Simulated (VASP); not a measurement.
# Os (Fm-3m) in VASP: settings compared

Aim: see how the results for Os move with the level of theory and the settings. Levels: PBE-based screened hybrid with 25 % exact exchange, r2SCAN+D3(BJ). Tasks: single point.

Everything below comes from runs of VASP 6.6.1. Logs are shortened: lines on timing, memory, paths and dates and some standing lists are left out, and cuts for length are marked.

## Step 1: The cell of the first run

It takes space group Fm-3m (No. 225, cubic). The conventional cell has a = 3.890 Å, b = 3.890 Å, c = 3.890 Å, α = 90.00°, β = 90.00°, γ = 90.00°. Within 3.6 Å of Os (site symmetry m-3m) lie 12 Os at 2.75 Å.

This isn't the form of Os at room conditions, which is hcp.

## Step 2: Single point, PBE-based screened hybrid with 25 % exact exchange

The input, POSCAR:

```
Os
1.0
    0.0000000000      1.9450000000      1.9450000000
    1.9450000000      0.0000000000      1.9450000000
    1.9450000000      1.9450000000      0.0000000000
Os
1
Direct
    0.0000000000      0.0000000000      0.0000000000
```

The input, INCAR.step1:

```
SYSTEM = Os
ALGO = Normal
EDIFF = 1E-5
ENCUT = 520
GGA = PE
GGA_COMPAT = .False.
ISIF = 2
ISMEAR = 1
LASPH = .True.
LREAL = .False.
LWAVE = .True.
NBANDS = 10
NELM = 120
PREC = Accurate
SIGMA = 0.15
```

The input, INCAR.step2:

```
SYSTEM = Os
AEXX = 0.25
ALGO = Normal
EDIFF = 1E-6
ENCUT = 520
GGA = PE
GGA_COMPAT = .False.
HFSCREEN = 0.3
ISIF = 2
ISMEAR = 1
ISTART = 1
LASPH = .True.
LCHARG = .True.
LELF = .True.
LHFCALC = .True.
LREAL = .False.
LVHAR = .True.
LWAVE = .False.
NBANDS = 10
NELM = 120
PREC = Accurate
PRECFOCK = Normal
SIGMA = 0.15
```

The input, KPOINTS:

```
k-points
0
Gamma
  7 7 7
  0 0 0
```

Potentials or basis: VASP PAW PBE potentials, release 64 (Os).

Run with:

```
> cat potpaw_PBE.64/Os/POTCAR > POTCAR
> cp INCAR.step1 INCAR
> mpirun -np 1 vasp_std > vasp.out
> cp INCAR.step2 INCAR
> mpirun -np 1 vasp_std > vasp.out
```

OUTCAR:

```text
SYSTEM = Os
   AEXX = 0.25
   EDIFF = 1E-6
   ENCUT = 520
   GGA = PE
   HFSCREEN = 0.3
   ISIF = 2
   ISMEAR = 1
   ISTART = 1
   LASPH = .True.
   LHFCALC = .True.
   LREAL = .False.
   NELM = 120
   PREC = Accurate
   PRECFOCK = Normal

 ion  position               nearest neighbor table
   1  0.000  0.000  0.000-

  LATTYP: Found a face centered cubic cell.
 ALAT       =     3.8900000000

  Lattice vectors:

 A1 = (   0.0000000000,   1.9450000000,   1.9450000000)
 A2 = (   1.9450000000,   0.0000000000,   1.9450000000)
 A3 = (   1.9450000000,   1.9450000000,   0.0000000000)

Analysis of symmetry for initial positions (statically):
=====================================================================
 Subroutine PRICEL returns:
 Original cell was already a primitive cell.

 Routine SETGRP: Setting up the symmetry group for a
 face centered cubic supercell.

 Subroutine GETGRP returns: Found 48 space group operations
 (whereof 48 operations were pure point group operations)
 out of a pool of 48 trial point group operations.

The static configuration has the point symmetry O_h .

Analysis of symmetry for dynamics (positions and initial velocities):
=====================================================================
 Subroutine PRICEL returns:
 Original cell was already a primitive cell.

 Routine SETGRP: Setting up the symmetry group for a
 face centered cubic supercell.

 Subroutine GETGRP returns: Found 48 space group operations
 (whereof 48 operations were pure point group operations)
 out of a pool of 48 trial point group operations.

The dynamic configuration has the point symmetry O_h .

 Subroutine INISYM returns: Found 48 space group operations
 (whereof 48 operations are pure point group operations),
 and found     1 'primitive' translations

----------------------------------------------------------------------------------------

                                     Primitive cell

  volume of cell :      14.7160

  direct lattice vectors                    reciprocal lattice vectors
     0.000000000  1.945000000  1.945000000    -0.257069409  0.257069409  0.257069409
     1.945000000  0.000000000  1.945000000     0.257069409 -0.257069409  0.257069409
     1.945000000  1.945000000  0.000000000     0.257069409  0.257069409 -0.257069409

  length of vectors
     2.750645379  2.750645379  2.750645379     0.445257277  0.445257277  0.445257277

  position of ions in fractional coordinates (direct lattice)
     0.000000000  0.000000000  0.000000000

  ion indices of the primitive-cell ions
   primitive index   ion index
                 1           1

----------------------------------------------------------------------------------------

 KPOINTS: k-points

Automatic generation of k-mesh.
 Grid dimensions read from file:
 generate k-points for:    7    7    7

 Generating k-lattice:

  Cartesian coordinates                     Fractional coordinates (reciprocal lattice)
    -0.036724201  0.036724201  0.036724201     0.142857143  0.000000000  0.000000000
     0.036724201 -0.036724201  0.036724201     0.000000000  0.142857143  0.000000000
     0.036724201  0.036724201 -0.036724201     0.000000000  0.000000000  0.142857143

  Length of vectors
     0.063608182  0.063608182  0.063608182

  Shift w.r.t. Gamma in fractional coordinates (k-lattice)
     0.000000000  0.000000000  0.000000000

 Subroutine IBZKPT returns following result:
 ===========================================

 Found     20 irreducible k-points:

 Following reciprocal coordinates:
            Coordinates               Weight
  0.000000  0.000000  0.000000      1.000000
  0.142857  0.000000  0.000000      8.000000
  0.285714  0.000000  0.000000      8.000000
  0.428571  0.000000  0.000000      8.000000
  0.142857  0.142857  0.000000      6.000000
  0.285714  0.142857  0.000000     24.000000
[... 12 lines left out ...]
 -0.428571  0.428571  0.142857     24.000000
 -0.285714  0.428571  0.142857     24.000000
   k-points           NKPTS =     20   k-points in BZ     NKDIM =    343   number of bands    NBANDS=     10
   number of dos      NEDOS =    301   number of ions     NIONS =      1
   total plane-waves  NPLWV =   8000
   dimension x,y,z NGX =    20 NGY =   20 NGZ =   20
   dimension x,y,z NGXF=    40 NGYF=   40 NGZF=   40
   ions per type =               1
   NGX,Y,Z   is equivalent  to a cutoff of  12.09, 12.09, 12.09 a.u.
   NGXF,Y,Z  is equivalent  to a cutoff of  24.18, 24.18, 24.18 a.u.
 SYSTEM =  Os
   PREC   = accura    normal or accurate (medium, high low for compatibility)
   ISTART =      1    job   : 0-new  1-cont  2-samecut
   ICHARG =      0    charge: 1-file 2-atom 10-const
   ISPIN  =      1    spin polarized calculation?
   LNONCOLLINEAR =      F non collinear calculations
   LSORBIT =      F    spin-orbit coupling
   LASPH  =      T    aspherical Exc in radial PAW
   ENCUT  =  520.0 eV  38.22 Ry    6.18 a.u.   5.11  5.11  5.11*2*pi/ulx,y,z
   NELM   =    120;   NELMIN=  2; NELMDL=  0     # of ELM steps
   EDIFF  = 0.1E-05   stopping-criterion for ELM
   LREAL  =      F    real-space projection
   EDIFFG = 0.1E-04   stopping-criterion for IOM
   NSW    =      0    number of steps for IOM
   IBRION =     -1    ionic relax: 0-MD 1-quasi-New 2-CG
   NFREE  =      0    steps in history (QN), initial steepest desc. (CG)
   ISIF   =      2    stress and relaxation
   ISYM   =      3    0-nonsym 1-usesym 2-fastsym
   POTIM  = 0.5000    time-step for ionic-motion
   TEBEG  =    0.0;   TEEND  =   0.0 temperature during run
   PSTRESS=    0.0 pullay stress
   NELECT =       8.0000    total number of electrons
   NUPDOWN=      -1.0000    fix difference up-down
   EMIN   =  10.00;   EMAX   =-10.00  energy-range for DOS
   EFERMI =   0.00;   METHOD = LEGACY
   ISMEAR =     1;   SIGMA  =   0.15  broadening in eV -4-tet -1-fermi 0-gaus
   EFERMI_NEDOS =   21; number of points for ismear=-14 and -15
   IALGO  =     38    algorithm
   IMIX   =      1    mixing-type and parameters
     AMIX     =   0.40;   BMIX     =  1.00
     AMIX_MAG =   1.60;   BMIX_MAG =  1.00
  volume/ion in A,a.u.               =      14.72        99.31
  Fermi-wavevector in a.u.,A,eV,Ry     =   1.336109  2.524880 24.288947  1.785187
  Thomas-Fermi vector in A             =   2.464761
   LORBIT       =      0    0 simple, 1 ext, 2 COOP (PROOUT), +10 PAW based schemes
   GGA     = PE    functional components
   LHFCALC =     T    Hartree Fock is set to
   PRECFOCK=normal    Normal, Fast or Accurate (Low or Medium for compatibility)
   ENCUT4O =  -1.0   cutoff for four orbital integrals eV
   NKREDX  =     1    reduce k-point grid by
   NKREDY  =     1    reduce k-point grid by
   NKREDZ  =     1    reduce k-point grid by
   AEXX    =    0.2500 exact exchange contribution
   HFSCREEN=    0.3000 screening length (either q_TF or 0.3 A-1)
   HFSCREENC=   0.3000 screening length for correlation (either q_TF or 0.3 A-1)
   ENCUTFOCK=  -1.0 apply spherical cutoff to Coloumb kernel
   IVDW    =     0    specifies the selected vdW correction
   LEPSILON=     F    determine dielectric tensor
   LRPA    =     F    only Hartree local field effects (RPA)
 non-spin polarized calculation
 Methfessel and Paxton  Order N= 1 SIGMA  =   0.15
  energy-cutoff  :      520.00
  volume of cell :       14.72
 maximum number of plane-waves:       411
  NGX = 16; NGY = 16; NGZ = 16

 number of electron       8.0000000 magnetization

 Free energy of the ion-electron system (eV)
  ---------------------------------------------------
  ext. energy  EPLUGINS =         0.00000000
  ---------------------------------------------------
  free energy    TOTEN  =       -12.34576970 eV

  energy without entropy =      -12.34405273  energy(sigma->0) =      -12.34519737

 E-fermi :   8.2220     XC(G=0): -11.3536

 val. band max:        8.2077322290   @ k =   0.2857   0.2857   0.0000
 cond. band min:       8.2484617584   @ k =   0.4286   0.2857   0.1429
 fundamental gap:      0.0407295293
 Fermi energy:         8.2219610384

 k-point     1 :       0.0000    0.0000    0.0000
  band No.  band energies     occupation
      1      -3.0482      2.00000
      2       5.1709      2.00000
      3       5.1709      2.00000
      4       5.1709      2.00000
      5       8.1913      1.33785
      6       8.1913      1.33779
      7      23.4860      0.00000
      8      29.2629      0.00000
      9      29.2629      0.00000
     10      29.2629      0.00000

 k-point     2 :       0.1429    0.0000    0.0000
  band No.  band energies     occupation
      1      -2.0996      2.00000
      2       4.6918      2.00000
      3       5.5511      2.00000
      4       5.5511      2.00000
      5       8.0135      2.06429
      6       8.0135      2.06430
      7      24.9895      0.00000
      8      26.2387      0.00000
      9      30.8433      0.00000
     10      30.8433      0.00000

 k-point     3 :       0.2857    0.0000    0.0000
  band No.  band energies     occupation
      1      -0.2225      2.00000
      2       4.7028      2.00000
      3       5.5204      2.00000
      4       5.5204      2.00000
      5       8.8851     -0.00000
      6       8.8851     -0.00000
      7      22.3669      0.00000
      8      26.1267      0.00000
      9      33.8806      0.00000
     10      33.8828      0.00000

 k-point     4 :       0.4286    0.0000    0.0000
  band No.  band energies     occupation
      1       0.2932      2.00000
      2       5.0089      2.00000
      3       5.0089      2.00000
      4       7.2177      2.00000
      5      10.5748     -0.00000
      6      10.5748     -0.00000
      7      18.5287      0.00000
      8      23.3692      0.00000
      9      30.0236      0.00000
     10      30.0236      0.00000

 k-point     5 :       0.1429    0.1429    0.0000
  band No.  band energies     occupation
      1      -1.7749      2.00000
      2       4.2017      2.00000
      3       5.9713      2.00000
      4       5.9713      2.00000
      5       7.0491      2.00000
      6       8.6224     -0.00105
      7      25.6862      0.00000
      8      27.5442      0.00000
      9      29.6384      0.00000
     10      29.6384      0.00000

 k-point     6 :       0.2857    0.1429    0.0000
  band No.  band energies     occupation
      1      -0.0451      2.00000
      2       3.5733      2.00000
      3       5.4852      2.00000
      4       6.4419      2.00000
      5       7.9895      2.05078
      6       9.4020     -0.00000
      7      24.5630      0.00000
      8      27.6053      0.00000
      9      29.8848      0.00000
     10      30.6941      0.00000
[... 131 lines left out ...]
 k-point    17 :       0.4286    0.2857    0.1429
  band No.  band energies     occupation
      1       1.5935      2.00000
      2       3.0445      2.00000
      3       4.5230      2.00000
      4       7.7161      2.00002
      5       8.2485      0.70609
      6      11.5906      0.00000
      7      22.9670      0.00000
      8      25.8537      0.00000
      9      27.3287      0.00000
     10      31.3043      0.00000

 k-point    18 :      -0.4286    0.2857    0.1429
  band No.  band energies     occupation
      1       2.2922      2.00000
      2       3.3011      2.00000
      3       4.5229      2.00000
      4       7.1474      2.00000
      5      10.1858     -0.00000
      6      14.3214      0.00000
      7      18.5047      0.00000
      8      24.5155      0.00000
      9      26.0031      0.00000
     10      30.6506      0.00000

 k-point    19 :      -0.4286    0.4286    0.1429
  band No.  band energies     occupation
      1       1.5214      2.00000
      2       2.2139      2.00000
      3       5.9692      2.00000
      4       8.9836     -0.00000
      5      10.9976     -0.00000
      6      14.6533      0.00000
      7      19.6274      0.00000
      8      21.4209      0.00000
      9      24.1775      0.00000
     10      33.6144      0.00000

 k-point    20 :      -0.2857    0.4286    0.1429
  band No.  band energies     occupation
      1       2.2350      2.00000
      2       3.2134      2.00000
      3       4.7166      2.00000
      4       7.6951      2.00001
      5      11.0076     -0.00000
      6      16.4803      0.00000
      7      18.8040      0.00000
      8      20.6532      0.00000
      9      24.4813      0.00000
     10      33.0152      0.00000

------------------------ aborting loop because EDIFF is reached ----------------------------------------

  FORCE on cell =-STRESS in cart. coord.  units (eV):
  Direction    XX          YY          ZZ          XY          YZ          ZX
  --------------------------------------------------------------------------------------
  -------------------------------------------------------------------------------------
  Total       -1.8553654     -1.8553654     -1.8553654      0.0000000      0.0000000      0.0000000
  in kB     -201.9999290   -201.9999290   -201.9999290      0.0000000      0.0000000      0.0000000
  external PRESSURE =    -201.9999290 kB  Pullay stress =       0.0000000 kB

 VOLUME and BASIS-vectors are now :
 -----------------------------------------------------------------------------
  energy-cutoff  :      520.00
  volume of cell :       14.72
      direct lattice vectors                 reciprocal lattice vectors
     0.000000000  1.945000000  1.945000000    -0.257069409  0.257069409  0.257069409
     1.945000000  0.000000000  1.945000000     0.257069409 -0.257069409  0.257069409
     1.945000000  1.945000000  0.000000000     0.257069409  0.257069409 -0.257069409

 POSITION                                       TOTAL-FORCE (eV/Angst)
 -----------------------------------------------------------------------------------
      0.00000      0.00000      0.00000         0.000000     -0.000000      0.000000
 -----------------------------------------------------------------------------------
    total drift:                               -0.000001     -0.000001      0.000000

  FREE ENERGIE OF THE ION-ELECTRON SYSTEM (eV)
  ---------------------------------------------------
  free  energy   TOTEN  =       -12.3457696963 eV

  energy  without entropy=      -12.3440527279  energy(sigma->0) =      -12.34519737
```

It took 8.3 min on 1 thread of AMD EPYC 7R13 (Zen 3), shared host; peak memory 0.21 GiB.

Results:

```yaml
Free_energy: -12.3458 eV
Pressure: -20.2 GPa
Band_gap_on_the_k_mesh: zero (bands 4 and 5 overlap by 3.52 eV)
```

Caveat: the k points lie up to 0.40 Å⁻¹ apart, too coarse for converged energies and pressures of a metal; the PAW data sets were made with another functional, which shifts forces and pressure a little; spin-orbit coupling is left out, which moves the levels of the heavy elements.

[end of part 1 of 2]

The gap in the log of VASP goes by the Fermi energy; the results here count the filled bands.